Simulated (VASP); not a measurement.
# Al (Fm-3m) in VASP: a series of runs

Al is run at these levels: r2SCAN; tasks: electric field gradients.

Program: VASP 6.6.1. These are calculated values, not measurements. Logs are shortened: lines on timing, memory, paths and dates and some standing lists are left out, and cuts for length are marked.

## Step 1: The cell of the first run

It takes space group Fm-3m (No. 225, cubic). Conventional cell: a = 3.991 Å, b = 3.991 Å, c = 3.991 Å, α = 90.00°, β = 90.00°, γ = 90.00°. Al (site symmetry m-3m) has 12 Al at 2.82 Å within 3.7 Å.

## Step 2: Electric field gradients, r2SCAN

The input, POSCAR:

```
Al
1.0
    0.0000000000      1.9956434947      1.9956434947
    1.9956434947      0.0000000000      1.9956434947
    1.9956434947      1.9956434947      0.0000000000
Al
1
Direct
    0.0000000000      0.0000000000      0.0000000000
```

The input, INCAR.step1:

```
PREC     = Accurate       # precision mode
ENCUT    = 520            # plane-wave cutoff, eV
ISMEAR   = 0              # smearing method
SIGMA    = 0.05           # smearing width, eV
LREAL    = False          # projectors in reciprocal space
LASPH    = True           # aspherical terms in the spheres
NELM     = 100            # most SCF steps
NBANDS   = 8              # bands
GGA      = PE             # functional
ALGO     = Normal         # electronic algorithm
EDIFF    = 1E-4           # SCF threshold, eV
LWAVE    = True           # write WAVECAR
LCHARG   = False          # write CHGCAR
```

The input, INCAR.step2:

```
PREC     = Accurate       # precision mode
ENCUT    = 520            # plane-wave cutoff, eV
EDIFF    = 1E-8           # SCF threshold, eV
ISMEAR   = 0              # smearing method
SIGMA    = 0.05           # smearing width, eV
LREAL    = False          # projectors in reciprocal space
LASPH    = True           # aspherical terms in the spheres
NELM     = 100            # most SCF steps
ALGO     = Normal         # electronic algorithm
ISIF     = 2              # what is computed and relaxed
LWAVE    = False          # write WAVECAR
LCHARG   = False          # write CHGCAR
METAGGA  = R2SCAN         # meta-GGA
LMIXTAU  = True         
LEFG     = True         
NBANDS   = 8              # bands
ISTART   = 1
```

The input, KPOINTS:

```
Automatic mesh
0
Gamma
  18 18 18
```

Potentials or basis: VASP PAW PBE potentials, release 64 (Al).

Run with:

```console
$ cat potpaw_PBE.64/Al/POTCAR > POTCAR
$ cp INCAR.step1 INCAR
$ mpirun -np 1 vasp_std > vasp.out
$ cp INCAR.step2 INCAR
$ mpirun -np 1 vasp_std > vasp.out
```

OUTCAR:

```text
PREC = Accurate
   ENCUT = 520
   EDIFF = 1E-8
   ISMEAR = 0
   LREAL = False
   LASPH = True
   NELM = 100
   ISIF = 2
   METAGGA = R2SCAN
   ISTART = 1

 ion  position               nearest neighbor table
   1  0.000  0.000  0.000-

  LATTYP: Found a face centered cubic cell.
 ALAT       =     3.9912869894

  Lattice vectors:

 A1 = (   0.0000000000,   1.9956434947,   1.9956434947)
 A2 = (   1.9956434947,   0.0000000000,   1.9956434947)
 A3 = (   1.9956434947,   1.9956434947,   0.0000000000)

Analysis of symmetry for initial positions (statically):
=====================================================================
 Subroutine PRICEL returns:
 Original cell was already a primitive cell.

 Routine SETGRP: Setting up the symmetry group for a
 face centered cubic supercell.

 Subroutine GETGRP returns: Found 48 space group operations
 (whereof 48 operations were pure point group operations)
 out of a pool of 48 trial point group operations.

The static configuration has the point symmetry O_h .

Analysis of symmetry for dynamics (positions and initial velocities):
=====================================================================
 Subroutine PRICEL returns:
 Original cell was already a primitive cell.

 Routine SETGRP: Setting up the symmetry group for a
 face centered cubic supercell.

 Subroutine GETGRP returns: Found 48 space group operations
 (whereof 48 operations were pure point group operations)
 out of a pool of 48 trial point group operations.

The dynamic configuration has the point symmetry O_h .

 Subroutine INISYM returns: Found 48 space group operations
 (whereof 48 operations are pure point group operations),
 and found     1 'primitive' translations

----------------------------------------------------------------------------------------

                                     Primitive cell

  volume of cell :      15.8957

  direct lattice vectors                    reciprocal lattice vectors
     0.000000000  1.995643495  1.995643495    -0.250545752  0.250545752  0.250545752
     1.995643495  0.000000000  1.995643495     0.250545752 -0.250545752  0.250545752
     1.995643495  1.995643495  0.000000000     0.250545752  0.250545752 -0.250545752

  length of vectors
     2.822266096  2.822266096  2.822266096     0.433957972  0.433957972  0.433957972

  position of ions in fractional coordinates (direct lattice)
     0.000000000  0.000000000  0.000000000

  ion indices of the primitive-cell ions
   primitive index   ion index
                 1           1

----------------------------------------------------------------------------------------

 KPOINTS: Automatic mesh

Automatic generation of k-mesh.
 Grid dimensions read from file:
 generate k-points for:   18   18   18

 Generating k-lattice:

  Cartesian coordinates                     Fractional coordinates (reciprocal lattice)
    -0.013919208  0.013919208  0.013919208     0.055555556  0.000000000  0.000000000
     0.013919208 -0.013919208  0.013919208     0.000000000  0.055555556  0.000000000
     0.013919208  0.013919208 -0.013919208     0.000000000  0.000000000  0.055555556

  Length of vectors
     0.024108776  0.024108776  0.024108776

  Shift w.r.t. Gamma in fractional coordinates (k-lattice)
     0.000000000  0.000000000  0.000000000

 Subroutine IBZKPT returns following result:
 ===========================================

 Found    195 irreducible k-points:

 Following reciprocal coordinates:
            Coordinates               Weight
  0.000000  0.000000  0.000000      1.000000
  0.055556  0.000000  0.000000      8.000000
  0.111111  0.000000  0.000000      8.000000
  0.166667  0.000000  0.000000      8.000000
  0.222222  0.000000  0.000000      8.000000
  0.277778  0.000000  0.000000      8.000000
[... 16 lines left out ...]
 -0.277778  0.055556  0.000000     24.000000
 -0.222222  0.055556  0.000000     24.000000
 [... further k-points ...]
   k-points           NKPTS =    195   k-points in BZ     NKDIM =    195   number of bands    NBANDS=      8
   number of dos      NEDOS =    301   number of ions     NIONS =      1
   total plane-waves  NPLWV =  13824
   dimension x,y,z NGX =    24 NGY =   24 NGZ =   24
   dimension x,y,z NGXF=    48 NGYF=   48 NGZF=   48
   ions per type =               1
   NGX,Y,Z   is equivalent  to a cutoff of  14.14, 14.14, 14.14 a.u.
   NGXF,Y,Z  is equivalent  to a cutoff of  28.27, 28.27, 28.27 a.u.
 SYSTEM =  unknown system
   PREC   = accura    normal or accurate (medium, high low for compatibility)
   ISTART =      1    job   : 0-new  1-cont  2-samecut
   ICHARG =      0    charge: 1-file 2-atom 10-const
   ISPIN  =      1    spin polarized calculation?
   LNONCOLLINEAR =      F non collinear calculations
   LSORBIT =      F    spin-orbit coupling
   LASPH  =      T    aspherical Exc in radial PAW
   ENCUT  =  520.0 eV  38.22 Ry    6.18 a.u.   5.25  5.25  5.25*2*pi/ulx,y,z
   NELM   =    100;   NELMIN=  2; NELMDL=  0     # of ELM steps
   EDIFF  = 0.1E-07   stopping-criterion for ELM
   LREAL  =      F    real-space projection
   EDIFFG = 0.1E-06   stopping-criterion for IOM
   NSW    =      0    number of steps for IOM
   IBRION =     -1    ionic relax: 0-MD 1-quasi-New 2-CG
   NFREE  =      0    steps in history (QN), initial steepest desc. (CG)
   ISIF   =      2    stress and relaxation
   ISYM   =      2    0-nonsym 1-usesym 2-fastsym
   POTIM  = 0.5000    time-step for ionic-motion
   TEBEG  =    0.0;   TEEND  =   0.0 temperature during run
   PSTRESS=    0.0 pullay stress
   NELECT =       3.0000    total number of electrons
   NUPDOWN=      -1.0000    fix difference up-down
   EMIN   =  10.00;   EMAX   =-10.00  energy-range for DOS
   EFERMI =   0.00;   METHOD = LEGACY
   ISMEAR =     0;   SIGMA  =   0.05  broadening in eV -4-tet -1-fermi 0-gaus
   EFERMI_NEDOS =   21; number of points for ismear=-14 and -15
   IALGO  =     38    algorithm
   IMIX   =      4    mixing-type and parameters
     AMIX     =   0.40;   BMIX     =  1.00
     AMIX_MAG =   1.60;   BMIX_MAG =  1.00
  volume/ion in A,a.u.               =      15.90       107.27
  Fermi-wavevector in a.u.,A,eV,Ry     =   0.939051  1.774548 11.997833  0.881816
  Thomas-Fermi vector in A             =   2.066324
   LORBIT       =      0    0 simple, 1 ext, 2 COOP (PROOUT), +10 PAW based schemes
   METAGGA = R2SCAN    functional components
   LHFCALC =     F    Hartree Fock is set to
   AEXX    =    0.0000 exact exchange contribution
   IVDW    =     0    specifies the selected vdW correction
   LEPSILON=     F    determine dielectric tensor
   LRPA    =     F    only Hartree local field effects (RPA)
 non-spin polarized calculation
 Gauss-broadening in eV      SIGMA  =   0.05
  energy-cutoff  :      520.00
  volume of cell :       15.90
 maximum number of plane-waves:       444
 NGX is ok and might be reduce to    24
   NGX = 11   NGY = 11   NGZ = 11

 number of electron       3.0000000 magnetization

 Free energy of the ion-electron system (eV)
  ---------------------------------------------------
  ext. energy  EPLUGINS =         0.00000000
  ---------------------------------------------------
  free energy    TOTEN  =        -6.73596084 eV

  energy without entropy =       -6.73515486  energy(sigma->0) =       -6.73555785

 E-fermi :   8.4039     XC(G=0): -11.0449

 val. band max:        8.4010301127   @ k =  -0.3333   0.4444   0.1111
 cond. band min:       8.4508024900   @ k =  -0.3333   0.3889   0.0556
 fundamental gap:      0.0497723773
 Fermi energy:         8.4038841196

 k-point     1 :       0.0000    0.0000    0.0000
  band No.  band energies     occupation
      1      -3.6937      2.00000
      2      21.9452      0.00000
      3      21.9452      0.00000
      4      21.9452      0.00000
      5      24.1528      0.00000
      6      24.1528      0.00000
      7      24.1528      0.00000
      8      26.0456      0.00000

 k-point     2 :       0.0556    0.0000    0.0000
  band No.  band energies     occupation
      1      -3.6024      2.00000
      2      20.4147      0.00000
      3      21.6895      0.00000
      4      21.6895      0.00000
      5      24.5547      0.00000
      6      24.5547      0.00000
      7      24.6054      0.00000
      8      27.0568      0.00000

 k-point     3 :       0.1111    0.0000    0.0000
  band No.  band energies     occupation
      1      -3.3286      2.00000
      2      18.0325      0.00000
      3      21.2109      0.00000
      4      21.2109      0.00000
      5      24.5783      0.00000
      6      25.4510      0.00000
      7      25.4510      0.00000
      8      27.7787      0.00000

 k-point     4 :       0.1667    0.0000    0.0000
  band No.  band energies     occupation
      1      -2.8736      2.00000
      2      15.6154      0.00000
      3      20.7664      0.00000
      4      20.7664      0.00000
      5      24.3642      0.00000
      6      26.0820      0.00000
      7      26.0820      0.00000
      8      27.0683      0.00000

 k-point     5 :       0.2222    0.0000    0.0000
  band No.  band energies     occupation
      1      -2.2390      2.00000
      2      13.2762      0.00000
      3      20.4314      0.00000
      4      20.4314      0.00000
      5      24.1557      0.00000
      6      25.0844      0.00000
      7      25.0844      0.00000
      8      28.2225      0.00000
[... 177 lines left out ...]
 k-point    22 :      -0.3333    0.0556    0.0000
  band No.  band energies     occupation
      1       0.0034      2.00000
      2       8.3637      1.74413
      3      18.3588      0.00000
      4      21.3589      0.00000
      5      21.6749      0.00000
      6      23.1161      0.00000
      7      24.7828      0.00000
      8      27.9063      0.00000

 k-point    23 :      -0.2778    0.0556    0.0000
  band No.  band energies     occupation
      1      -1.0384      2.00000
      2      10.4054      0.00000
      3      18.3808      0.00000
      4      21.4913      0.00000
      5      22.4889      0.00000
      6      24.0344      0.00000
      7      24.7548      0.00000
      8      28.7645      0.00000

 k-point    24 :      -0.2222    0.0556    0.0000
  band No.  band energies     occupation
      1      -1.9078      2.00000
      2      12.5800      0.00000
      3      18.5566      0.00000
      4      21.6325      0.00000
      5      23.5678      0.00000
      6      24.7017      0.00000
      7      25.2254      0.00000
      8      27.5715      0.00000

 [... further k-points ...]

------------------------ aborting loop because EDIFF is reached ----------------------------------------

  FORCE on cell =-STRESS in cart. coord.  units (eV):
  Direction    XX          YY          ZZ          XY          YZ          ZX
  --------------------------------------------------------------------------------------
  -------------------------------------------------------------------------------------
  Total       -0.0326430     -0.0326430     -0.0326430      0.0000000     -0.0000000      0.0000000
  in kB       -3.2902002     -3.2902002     -3.2902002      0.0000000     -0.0000000      0.0000000
  external PRESSURE =      -3.2902002 kB  Pullay stress =       0.0000000 kB

 VOLUME and BASIS-vectors are now :
 -----------------------------------------------------------------------------
  energy-cutoff  :      520.00
  volume of cell :       15.90
      direct lattice vectors                 reciprocal lattice vectors
     0.000000000  1.995643495  1.995643495    -0.250545752  0.250545752  0.250545752
     1.995643495  0.000000000  1.995643495     0.250545752 -0.250545752  0.250545752
     1.995643495  1.995643495  0.000000000     0.250545752  0.250545752 -0.250545752

 POSITION                                       TOTAL-FORCE (eV/Angst)
 -----------------------------------------------------------------------------------
      0.00000      0.00000      0.00000         0.000000      0.000000      0.000000
 -----------------------------------------------------------------------------------
    total drift:                               -0.000000      0.000000     -0.000000

  FREE ENERGIE OF THE ION-ELECTRON SYSTEM (eV)
  ---------------------------------------------------
  free  energy   TOTEN  =        -6.7359608411 eV

  energy  without entropy=       -6.7351548582  energy(sigma->0) =       -6.73555785

 Electric field gradients (V/A^2)
---------------------------------------------------------------------
 ion       V_xx      V_yy      V_zz      V_xy      V_xz      V_yz
---------------------------------------------------------------------
   1      -0.000     0.000    -0.000     0.000     0.000     0.000
---------------------------------------------------------------------

 Electric field gradients after diagonalization (V/A^2)
 (convention: |V_zz| > |V_xx| > |V_yy|)
----------------------------------------------------------------------
 ion       V_xx      V_yy      V_zz     asymmetry (V_yy - V_xx)/ V_zz
----------------------------------------------------------------------
   1      -0.000    -0.000     0.000       0.000
----------------------------------------------------------------------

           NMR quadrupolar parameters

 Cq : quadrupolar parameter    Cq=e*Q*V_zz/h
 eta: asymmetry parameters     (V_yy - V_xx)/ V_zz
 Q  : nuclear electric quadrupole moment in mb (millibarn)
----------------------------------------------------------------------
 ion       Cq(MHz)       eta       Q (mb)
----------------------------------------------------------------------
   1       0.000       0.000       1.000
----------------------------------------------------------------------
```

Run time: 92 s. Hardware: 1 thread of Intel Xeon Platinum 8259CL at 2.50GHz (Skylake/Cascade Lake), shared host; peak memory 0.14 GiB.

What came out:

```yaml
Free_energy: -6.7360 eV
Pressure: -0.3 GPa
```

Levels at points of the mesh, in eV from the Fermi level:
| k point | band 1 | band 2 | band 3 | band 4 |
| --- | --- | --- | --- | --- |
| (0.00, 0.00, 0.00) | -12.10 | 13.54 | 13.54 | 13.54 |
| (0.50, 0.00, 0.00) | -5.15 | -4.58 | 12.27 | 12.27 |
| (0.50, 0.50, 0.00) | -3.24 | -1.66 | 5.48 | 6.19 |

Caveat: without QUAD_EFG the Cq values of the log hold for a quadrupole moment of 1 mb, not for the nuclei; the PAW data sets were made with another functional, which shifts forces and pressure a little.

(Continued in part 2 of 2.)
